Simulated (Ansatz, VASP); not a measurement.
**Two plane-wave programs on CaO**

File INCAR:

```
PREC     = Accurate       # precision mode
ENCUT    = 520            # plane-wave cutoff, eV
EDIFF    = 1E-7           # SCF threshold, eV
ISMEAR   = 0              # smearing method
SIGMA    = 0.02           # smearing width, eV
LREAL    = F              # projectors in reciprocal space
LASPH    = T              # aspherical terms in the spheres
NELM     = 60             # most SCF steps
ALGO     = Normal         # electronic algorithm
ISIF     = 2              # what is computed and relaxed
LWAVE    = F              # write WAVECAR
LCHARG   = T              # write CHGCAR
GGA      = PE             # functional
LELF     = T              # ELF
LVHAR    = T            
NBANDS   = 24             # bands
```

Contents of KPOINTS:

```
regular mesh
0
Gamma
  9 9 6
```

Contents of POSCAR:

```
CaO
1.0
    3.8821565696      0.0000000000      0.0000000000
   -1.9410782847      3.3620462107      0.0000000000
    0.0000000000      0.0000000000      4.7249816615
Ca O
2 2
Direct
    0.3333333300      0.6666666700      0.7500000000
    0.6666666700      0.3333333300      0.2500000000
    0.3333333300      0.6666666700      0.2500000000
    0.6666666700      0.3333333300      0.7500000000
```

Input for Ansatz:

```yaml
crystal:
  lattice:
    - [3.8821565696, 0.0, 0.0]
    - [-1.9410782847, 3.3620462107, 0.0]
    - [0.0, 0.0, 4.7249816615]
  atoms:
    - { symbol: Ca, position: [0.33333333, 0.66666667, 0.75] }
    - { symbol: Ca, position: [0.66666667, 0.33333333, 0.25] }
    - { symbol: O, position: [0.33333333, 0.66666667, 0.25] }
    - { symbol: O, position: [0.66666667, 0.33333333, 0.75] }
basis:
  ecutwfc: 420
kpoints:
  mp_grid: { grid: [9, 9, 6] }
hamiltonian:
  xc: pbe
scf:
  occupations: { method: gaussian, width: 0.02 }
output:
  forces: true
  stress: true
  eigenvalues: true
  populations: true
```

Alike in both runs: task single point; functional PBE; k mesh 9 × 9 × 6; occupations gaussian, width 0.02 eV; no spin polarisation.

|  | VASP | Ansatz |
| --- | --- | --- |
| version | VASP 6.6.1 | Ansatz 0.2.0 |
| potentials or method | VASP PAW PBE potentials, release 64 (Ca_sv, O), cutoff 520 eV | scalar-relativistic, plane waves, PAW |
| valence electrons in the cell | 32 | 32 |

Ansatz gave:

| Quantity | Value |
| --- | --- |
| gap on the k mesh at the Fermi level (eV) | 3.47 |
| least direct gap on the mesh (eV) | 3.47 |
| pressure (GPa) | 8.0 |
| traceless stress, the component that is largest in VASP (GPa) | -1.01 |

Problem. What did VASP give for the same quantities?

Solution. gap on the k mesh at the Fermi level (eV): 3.46; least direct gap on the mesh (eV): 3.46; pressure (GPa): 8.7; traceless stress, the component that is largest in VASP (GPa): -1.05.

With one functional, cell and mesh, what is left measures potentials, basis and numerics.
